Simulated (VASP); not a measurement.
# HfSiO4 (Hafnon) (I4_1/amd) in VASP: a series of runs

The runs below take HfSiO4 (Hafnon) through single point, with RPBE+D3(BJ), PBE.

All numbers are computed with VASP 6.6.1; they aren't measurements. Logs are shortened: lines on timing, memory, paths and dates and some standing lists are left out, and cuts for length are marked.

**1. The cell of the first run**

The structure is tetragonal, space group I4_1/amd (No. 141). Conventional cell: a = 6.524 Å, b = 6.524 Å, c = 5.944 Å, α = 90.00°, β = 90.00°, γ = 90.00°. Within 2.8 Å of Hf (site symmetry -4m2) lie 8 O at 2.09 to 2.26 Å. Si (site symmetry -4m2) has 4 O at 1.62 Å within 2.2 Å. O (site symmetry m) has 1 Si at 1.62 Å and 1 Hf at 2.09 Å within 2.2 Å.

**2. Single point, RPBE+D3(BJ)**

INCAR reads:

```
ALGO = Normal
EDIFF = 1E-7
ENCUT = 520
GGA = RP
ISIF = 2
ISMEAR = -1
IVDW = 12
LASPH = T
LCHARG = F
LREAL = F
LWAVE = F
NBANDS = 50
NELM = 80
PREC = Accurate
SIGMA = 0.05
```

KPOINTS reads:

```
k-points
0
Gamma
  6 6 6
```

POSCAR reads:

```
HfSiO4
1.0
   -3.2621028830      3.2621028830      2.9720115401
    3.2621028830     -3.2621028830      2.9720115401
    3.2621028830      3.2621028830     -2.9720115401
Hf Si O
2 2 8
Direct
    0.0000000000      0.0000000000      0.0000000000
    0.7500000000      0.2500000000      0.5000000000
    0.5000000000      0.5000000000      0.0000000000
    0.2500000000      0.7500000000      0.5000000000
    0.6801456309      0.4939064654      0.8137608345
    0.2439064654      0.9301456309      0.3137608345
    0.6801456309      0.8663847963      0.1862391655
    0.6163847963      0.9301456309      0.6862391655
    0.0698543691      0.3836152037      0.3137608345
    0.5060935346      0.3198543691      0.1862391655
    0.0698543691      0.7560935346      0.6862391655
    0.1336152037      0.3198543691      0.8137608345
```

Potentials or basis: VASP PAW PBE potentials, release 64 (Hf_pv, Si, O).

Run with:

```console
$ cat potpaw_PBE.64/Hf_pv/POTCAR potpaw_PBE.64/Si/POTCAR potpaw_PBE.64/O/POTCAR > POTCAR
$ mpirun -np 1 vasp_std > vasp.out
```

OUTCAR:

```text
EDIFF = 1E-7
   ENCUT = 520
   GGA = RP
   ISIF = 2
   ISMEAR = -1
   IVDW = 12
   LASPH = T
   LREAL = F
   NELM = 80
   PREC = Accurate
 IVDW          = 12

 ion  position               nearest neighbor table
   1  0.000  0.000  0.000-   6 2.09  11 2.09   9 2.09   8 2.09  10 2.26   5 2.26  12 2.26   7 2.26
                             3 2.97   3 2.97   2 3.58   2 3.58   2 3.58   2 3.58
   2  0.750  0.250  0.500-   5 2.09  10 2.09   7 2.09  12 2.09  11 2.26   6 2.26   9 2.26   8 2.26
                             4 2.97   4 2.97   1 3.58   1 3.58   1 3.58   1 3.58
   3  0.500  0.500  0.000-   7 1.62  12 1.62  10 1.62   5 1.62   1 2.97   1 2.97
   4  0.250  0.750  0.500-   8 1.62   9 1.62   6 1.62  11 1.62   2 2.97   2 2.97
   5  0.680  0.494  0.814-   3 1.62   2 2.09   1 2.26
   6  0.244  0.930  0.314-   4 1.62   1 2.09   2 2.26
   7  0.680  0.866  0.186-   3 1.62   2 2.09   1 2.26
   8  0.616  0.930  0.686-   4 1.62   1 2.09   2 2.26
   9  0.070  0.384  0.314-   4 1.62   1 2.09   2 2.26
  10  0.506  0.320  0.186-   3 1.62   2 2.09   1 2.26
  11  0.070  0.756  0.686-   4 1.62   1 2.09   2 2.26
  12  0.134  0.320  0.814-   3 1.62   2 2.09   1 2.26

  LATTYP: Found a body centered tetragonal cell.
 ALAT       =     6.5242057660
 C/A-ratio  =     0.9110722889

  Lattice vectors:

 A1 = (  -3.2621028830,   3.2621028830,   2.9720115401)
 A2 = (   3.2621028830,  -3.2621028830,   2.9720115401)
 A3 = (   3.2621028830,   3.2621028830,  -2.9720115401)

Analysis of symmetry for initial positions (statically):
=====================================================================
 Subroutine PRICEL returns:
 Original cell was already a primitive cell.

 Routine SETGRP: Setting up the symmetry group for a
 body centered tetragonal supercell.

 Subroutine GETGRP returns: Found 16 space group operations
 (whereof  8 operations were pure point group operations)
 out of a pool of 16 trial point group operations.

The static configuration has the point symmetry D_2d.
 The point group associated with its full space group is D_4h.

Analysis of symmetry for dynamics (positions and initial velocities):
=====================================================================
 Subroutine PRICEL returns:
 Original cell was already a primitive cell.

 Routine SETGRP: Setting up the symmetry group for a
 body centered tetragonal supercell.

[... 133 lines left out ...]
   POTIM  = 0.5000    time-step for ionic-motion
   TEBEG  =    0.0;   TEEND  =   0.0 temperature during run
   PSTRESS=    0.0 pullay stress
   NELECT =      76.0000    total number of electrons
   NUPDOWN=      -1.0000    fix difference up-down
   EMIN   =  10.00;   EMAX   =-10.00  energy-range for DOS
   EFERMI =   0.00;   METHOD = LEGACY
   ISMEAR =    -1;   SIGMA  =   0.05  broadening in eV -4-tet -1-fermi 0-gaus
   EFERMI_NEDOS =   21; number of points for ismear=-14 and -15
   IALGO  =     38    algorithm
   IMIX   =      4    mixing-type and parameters
     AMIX     =   0.40;   BMIX     =  1.00
     AMIX_MAG =   1.60;   BMIX_MAG =  1.00
  volume/ion in A,a.u.               =      10.54        71.14
  Fermi-wavevector in a.u.,A,eV,Ry     =   1.381372  2.610415 25.962496  1.908190
  Thomas-Fermi vector in A             =   2.506163
   LORBIT       =      0    0 simple, 1 ext, 2 COOP (PROOUT), +10 PAW based schemes
   GGA     = RP    functional components
   LHFCALC =     F    Hartree Fock is set to
   AEXX    =    0.0000 exact exchange contribution
   IVDW    =    12    specifies the selected vdW correction
   LEPSILON=     F    determine dielectric tensor
   LRPA    =     F    only Hartree local field effects (RPA)
 non-spin polarized calculation
  energy-cutoff  :      520.00
  volume of cell :      126.50
 maximum number of plane-waves:      3430
 NGX is ok and might be reduce to    42
   NGX = 21   NGY = 21   NGZ = 21

 number of electron      75.9999988 magnetization

 Free energy of the ion-electron system (eV)
  ---------------------------------------------------
  ext. energy  EPLUGINS =         0.00000000
  ---------------------------------------------------
  free energy    TOTEN  =      -103.58021427 eV

  energy without entropy =     -103.58021427  energy(sigma->0) =     -103.58021427

 E-fermi :   4.6349     XC(G=0): -10.9574

 val. band max:        3.6124862086   @ k =   0.0000   0.0000   0.0000
 cond. band min:       9.2133740390   @ k =   0.3333   0.3333   0.1667
 fundamental gap:      5.6008878304
 Fermi energy:         4.6348957289

 k-point     1 :       0.0000    0.0000    0.0000
  band No.  band energies     occupation
      1     -25.6742      2.00000
      2     -25.6742      2.00000
      3     -25.5873      2.00000
      4     -25.5719      2.00000
      5     -25.4794      2.00000
      6     -25.4794      2.00000
[... 1261 lines left out ...]
     49      12.7341      0.00000
     50      13.4656      0.00000

 [... further k-points ...]

------------------------ aborting loop because EDIFF is reached ----------------------------------------

 Edisp (eV)  -10.73340

 E8    (eV) :    -6.5038

  FORCE on cell =-STRESS in cart. coord.  units (eV):
  Direction    XX          YY          ZZ          XY          YZ          ZX
  --------------------------------------------------------------------------------------
  -------------------------------------------------------------------------------------
  Total      -1.75844    -1.75844    -1.58266     0.00000    -0.00000     0.00000
  in kB     -22.27061   -22.27061   -20.04438     0.00000    -0.00000     0.00000
  external pressure =      -21.53 kB  Pullay stress =        0.00 kB

 VOLUME and BASIS-vectors are now :
 -----------------------------------------------------------------------------
  energy-cutoff  :      520.00
  volume of cell :      126.50
      direct lattice vectors                 reciprocal lattice vectors
    -3.262102883  3.262102883  2.972011540     0.000000000  0.153275362  0.168236224
     3.262102883 -3.262102883  2.972011540     0.153275362  0.000000000  0.168236224
     3.262102883  3.262102883 -2.972011540     0.153275362  0.153275362  0.000000000

 POSITION                                       TOTAL-FORCE (eV/Angst)
 -----------------------------------------------------------------------------------
      0.00000      0.00000      0.00000        -0.000000      0.000000     -0.000000
      0.00000      3.26210      1.48601        -0.000000      0.000000     -0.000000
      0.00000      0.00000      2.97201        -0.000000      0.000000     -0.000000
      3.26210      0.00000      1.48601        -0.000000      0.000000     -0.000000
      2.04704      3.26210      1.07079        -0.110238     -0.000000      0.111354
      3.26210     -1.21506      2.55680        -0.000000     -0.110238      0.111354
      1.21506      0.00000      4.04280         0.110238     -0.000000      0.111354
      3.26210      1.21506      2.55680        -0.000000      0.110238      0.111354
      2.04704     -0.00000      0.41522        -0.110238      0.000000     -0.111354
     -0.00000      1.21506      1.90122        -0.000000      0.110238     -0.111354
      4.47717      0.00000      0.41522         0.110238      0.000000     -0.111354
      3.26210      2.04704     -1.07079         0.000000     -0.110238     -0.111354
 -----------------------------------------------------------------------------------
    total drift:                               -0.000000      0.000000      0.000000

  FREE ENERGIE OF THE ION-ELECTRON SYSTEM (eV)
  ---------------------------------------------------
  free  energy   TOTEN  =      -114.3136118688 eV

  energy  without entropy=     -114.3136118687  energy(sigma->0) =     -114.31361187
```

OSZICAR:

```text
N       E                     dE             d eps       ncg     rms          rms(c)
DAV:   1     0.472408381374E+03    0.47241E+03   -0.42651E+04  3000   0.149E+03
DAV:   2    -0.904961067010E+02   -0.56290E+03   -0.54552E+03  3658   0.371E+02
DAV:   3    -0.119878952826E+03   -0.29383E+02   -0.29240E+02  3616   0.820E+01
DAV:   4    -0.120246936648E+03   -0.36798E+00   -0.36744E+00  3904   0.100E+01
DAV:   5    -0.120251445891E+03   -0.45092E-02   -0.45074E-02  3782   0.104E+00    0.760E+01
DAV:   6    -0.103468648821E+03    0.16783E+02   -0.64908E+01  3390   0.373E+01    0.606E+01
DAV:   7    -0.103533764100E+03   -0.65115E-01   -0.33194E+00  3786   0.835E+00    0.408E+01
DAV:   8    -0.103622215847E+03   -0.88452E-01   -0.60534E-01  3712   0.446E+00    0.112E+01
DAV:   9    -0.103577881507E+03    0.44334E-01   -0.19686E-01  3458   0.222E+00    0.264E+00
DAV:  10    -0.103579857690E+03   -0.19762E-02   -0.10498E-02  3804   0.561E-01    0.359E-01
DAV:  11    -0.103579868350E+03   -0.10660E-04   -0.78324E-04  3614   0.142E-01    0.170E-01
DAV:  12    -0.103580133852E+03   -0.26550E-03   -0.25879E-04  3672   0.777E-02    0.653E-02
DAV:  13    -0.103580211410E+03   -0.77559E-04   -0.96130E-05  3656   0.482E-02    0.606E-02
DAV:  14    -0.103580213744E+03   -0.23338E-05   -0.70669E-06  3816   0.129E-02    0.551E-03
DAV:  15    -0.103580214266E+03   -0.52211E-06   -0.90817E-07  3552   0.479E-03    0.189E-03
DAV:  16    -0.103580214274E+03   -0.78526E-08   -0.47852E-08  2304   0.119E-03
   1 F= -.11431361E+03 E0= -.11431361E+03  d E =-.778981E-10
```

stdout:

```text
POSCAR found type information on POSCAR HfSiO
 POSCAR found :  3 types and      12 ions
 scaLAPACK will be used
 -----------------------------------------------------------------------------
|                                                                             |
|                                                                             |
|     You enforced a specific xc type in the INCAR file but a different       |
|     I HOPE YOU KNOW WHAT YOU ARE DOING!                                     |
|                                                                             |
 -----------------------------------------------------------------------------

 LDA part: xc-table for (Slater+PW92), standard interpolation
 POSCAR, INCAR and KPOINTS ok, starting setup
 FFT: planning ... GRIDC
 FFT: planning ... GRID_SOFT
 FFT: planning ... GRID
 WAVECAR not read
 entering main loop
```

It took 3.6 min on 1 thread of AMD EPYC 7R13 (Zen 3), shared host; peak memory 0.32 GiB.

Results:

- Free energy: -114.3136 eV
- Pressure: -2.2 GPa
- Largest force: 0.157 eV/Å
- Band gap on the k mesh: 5.60 eV, indirect (least direct gap 5.98 eV)
- Dispersion energy per atom: -0.894 eV

Forces in eV/Å, atoms in the order of the input:
```
Hf   0.000  0.000  0.000
Hf   0.000  0.000  0.000
Si   0.000  0.000  0.000
Si   0.000  0.000  0.000
O   -0.110  0.000  0.111
O    0.000 -0.110  0.111
O    0.110  0.000  0.111
O    0.000  0.110  0.111
O   -0.110  0.000 -0.111
O    0.000  0.110 -0.111
O    0.110  0.000 -0.111
O    0.000 -0.110 -0.111
```

Caveat: the PAW data sets were made with another functional, which shifts forces and pressure a little; spin-orbit coupling is left out, which moves the levels of the heavy elements. RPBE gaps usually lie below the measured ones, often by a third to a half.

**3. Single point, PBE**

This run uses another cell than the first one, of 10.63 Å³/atom, 1.008 times its volume.

INCAR reads:

```
PREC = Accurate
ENCUT = 520
EDIFF = 1E-6
ISMEAR = -1
SIGMA = 0.05
LREAL = False
LASPH = True
NELM = 80
ALGO = Normal
ISIF = 2
LWAVE = False
LCHARG = False
GGA = PE
NBANDS = 50
```

KPOINTS reads:

```
regular mesh
0
Gamma
  5 5 5
```

POSCAR reads:

```
HfSiO4
1.0
   -3.2862500000      3.2862500000      2.9517840000
    3.2862500000     -3.2862500000      2.9517840000
    3.2862500000      3.2862500000     -2.9517840000
Hf Si O
2 2 8
Direct
    0.0000000000      0.0000000000      0.0000000000
    0.7500000000      0.2500000000      0.5000000000
    0.5000000000      0.5000000000      0.0000000000
    0.2500000000      0.7500000000      0.5000000000
    0.6808611658      0.4953602734      0.8144991076
    0.2453602734      0.9308611658      0.3144991076
    0.6808611658      0.8663620581      0.1855008924
    0.6163620581      0.9308611658      0.6855008924
    0.0691388342      0.3836379419      0.3144991076
    0.5046397266      0.3191388342      0.1855008924
    0.0691388342      0.7546397266      0.6855008924
    0.1336379419      0.3191388342      0.8144991076
```

Potentials or basis: VASP PAW PBE potentials, release 64 (Hf_pv, Si, O).

Run with:

```console
$ cat potpaw_PBE.64/Hf_pv/POTCAR potpaw_PBE.64/Si/POTCAR potpaw_PBE.64/O/POTCAR > POTCAR
$ mpirun -np 1 vasp_std > vasp.out
```

OUTCAR:

```text
PREC = Accurate
   ENCUT = 520
   EDIFF = 1E-6
   ISMEAR = -1
   LREAL = False
   LASPH = True
   NELM = 80
   ISIF = 2
   GGA = PE

 ion  position               nearest neighbor table
   1  0.000  0.000  0.000-   6 2.11  11 2.11   9 2.11   8 2.11  10 2.24   5 2.24  12 2.24   7 2.24
                             3 2.95   3 2.95   2 3.60   2 3.60   2 3.60   2 3.60
   2  0.750  0.250  0.500-   5 2.11  10 2.11   7 2.11  12 2.11  11 2.24   6 2.24   9 2.24   8 2.24
                             4 2.95   4 2.95   1 3.60   1 3.60   1 3.60   1 3.60
   3  0.500  0.500  0.000-   7 1.62  12 1.62  10 1.62   5 1.62   1 2.95   1 2.95
   4  0.250  0.750  0.500-   8 1.62   9 1.62   6 1.62  11 1.62   2 2.95   2 2.95
   5  0.681  0.495  0.814-   3 1.62   2 2.11   1 2.24
   6  0.245  0.931  0.314-   4 1.62   1 2.11   2 2.24
   7  0.681  0.866  0.186-   3 1.62   2 2.11   1 2.24
   8  0.616  0.931  0.686-   4 1.62   1 2.11   2 2.24
   9  0.069  0.384  0.314-   4 1.62   1 2.11   2 2.24
  10  0.505  0.319  0.186-   3 1.62   2 2.11   1 2.24
  11  0.069  0.755  0.686-   4 1.62   1 2.11   2 2.24
  12  0.134  0.319  0.814-   3 1.62   2 2.11   1 2.24

  LATTYP: Found a body centered tetragonal cell.
 ALAT       =     6.5725000000
 C/A-ratio  =     0.8982225941

  Lattice vectors:

 A1 = (  -3.2862500000,   3.2862500000,   2.9517840000)
 A2 = (   3.2862500000,  -3.2862500000,   2.9517840000)
 A3 = (   3.2862500000,   3.2862500000,  -2.9517840000)

Analysis of symmetry for initial positions (statically):
=====================================================================
 Subroutine PRICEL returns:
 Original cell was already a primitive cell.

 Routine SETGRP: Setting up the symmetry group for a
 body centered tetragonal supercell.

 Subroutine GETGRP returns: Found 16 space group operations
 (whereof  8 operations were pure point group operations)
 out of a pool of 16 trial point group operations.

The static configuration has the point symmetry D_2d.
[... 157 lines left out ...]
   LEPSILON=     F    determine dielectric tensor
   LRPA    =     F    only Hartree local field effects (RPA)
 non-spin polarized calculation
  energy-cutoff  :      520.00
  volume of cell :      127.51
 maximum number of plane-waves:      3475
 NGX is ok and might be reduce to    42
   NGX = 21   NGY = 21   NGZ = 21

 number of electron      76.0000001 magnetization

 Free energy of the ion-electron system (eV)
  ---------------------------------------------------
  ext. energy  EPLUGINS =         0.00000000
  ---------------------------------------------------
  free energy    TOTEN  =      -108.54684371 eV

  energy without entropy =     -108.54684371  energy(sigma->0) =     -108.54684371

 E-fermi :   4.5071     XC(G=0): -11.1433

 val. band max:        3.3855850064   @ k =   0.0000   0.0000   0.0000
 cond. band min:       8.8586005782   @ k =   0.2000   0.2000   0.2000
 fundamental gap:      5.4730155718
 Fermi energy:         4.5070797691

 k-point     1 :       0.0000    0.0000    0.0000
  band No.  band energies     occupation
      1     -25.8686      2.00000
      2     -25.8686      2.00000
      3     -25.8003      2.00000
      4     -25.7868      2.00000
      5     -25.6780      2.00000
      6     -25.6780      2.00000
[... 943 lines left out ...]
     49      13.0905      0.00000
     50      13.0975      0.00000

------------------------ aborting loop because EDIFF is reached ----------------------------------------

  FORCE on cell =-STRESS in cart. coord.  units (eV):
  Direction    XX          YY          ZZ          XY          YZ          ZX
  --------------------------------------------------------------------------------------
  -------------------------------------------------------------------------------------
  Total        5.2250554      5.2250554      8.8258772      0.0000000     -0.0000000      0.0000000
  in kB       65.6531722     65.6531722    110.8977409      0.0000000     -0.0000000      0.0000000
  external PRESSURE =      80.7346951 kB  Pullay stress =       0.0000000 kB

 VOLUME and BASIS-vectors are now :
 -----------------------------------------------------------------------------
  energy-cutoff  :      520.00
  volume of cell :      127.51
      direct lattice vectors                 reciprocal lattice vectors
    -3.286250000  3.286250000  2.951784000     0.000000000  0.152149106  0.169389088
     3.286250000 -3.286250000  2.951784000     0.152149106  0.000000000  0.169389088
     3.286250000  3.286250000 -2.951784000     0.152149106  0.152149106  0.000000000

 POSITION                                       TOTAL-FORCE (eV/Angst)
 -----------------------------------------------------------------------------------
      0.00000      0.00000      0.00000        -0.000000      0.000000     -0.000000
     -0.00000      3.28625      1.47589        -0.000000      0.000000      0.000000
      0.00000      0.00000      2.95178        -0.000000      0.000000     -0.000000
      3.28625     -0.00000      1.47589        -0.000000     -0.000000      0.000000
      2.06705      3.28625      1.06773        -0.137706     -0.000000      0.142411
      3.28625     -1.21920      2.54362        -0.000000     -0.137706      0.142411
      1.21920      0.00000      4.01951         0.137706      0.000000      0.142411
      3.28625      1.21920      2.54362        -0.000000      0.137706      0.142411
      2.06705     -0.00000      0.40817        -0.137706      0.000000     -0.142411
      0.00000      1.21920      1.88406        -0.000000      0.137706     -0.142411
      4.50545      0.00000      0.40817         0.137706      0.000000     -0.142411
      3.28625      2.06705     -1.06773        -0.000000     -0.137706     -0.142411
 -----------------------------------------------------------------------------------
    total drift:                               -0.000000     -0.000000      0.000000

  FREE ENERGIE OF THE ION-ELECTRON SYSTEM (eV)
  ---------------------------------------------------
  free  energy   TOTEN  =      -108.5468437131 eV

  energy  without entropy=     -108.5468437131  energy(sigma->0) =     -108.54684371
```

Run time: 63 s. Hardware: 1 thread of Intel Xeon 6975P-C (Granite Rapids), shared host; peak memory 0.31 GiB.

Results:

| Item | Value |
| --- | --- |
| Free energy | -108.5468 eV |
| Pressure | 8.1 GPa |
| Largest force | 0.198 eV/Å |
| Band gap on the k mesh | 5.47 eV, indirect (least direct gap 5.84 eV) |

Forces in eV/Å, atoms in the order of the input:
```
Hf   0.000  0.000  0.000
Hf   0.000  0.000  0.000
Si   0.000  0.000  0.000
Si   0.000  0.000  0.000
O   -0.138  0.000  0.142
O    0.000 -0.138  0.142
O    0.138  0.000  0.142
O    0.000  0.138  0.142
O   -0.138  0.000 -0.142
O    0.000  0.138 -0.142
O    0.138  0.000 -0.142
O    0.000 -0.138 -0.142
```

Stress tensor (GPa, compression positive):
```
 6.57  0.00  0.00
 0.00  6.57  0.00
 0.00  0.00 11.09
```

Levels at points of the mesh, in eV from the valence-band top:
```tsv
k point	band 36	band 37	band 38	band 39	band 40	band 41
(0.00, 0.00, 0.00)	-0.61	-0.57	0.00	5.84	6.18	6.33
```

Caveat: spin-orbit coupling is left out, which moves the levels of the heavy elements.
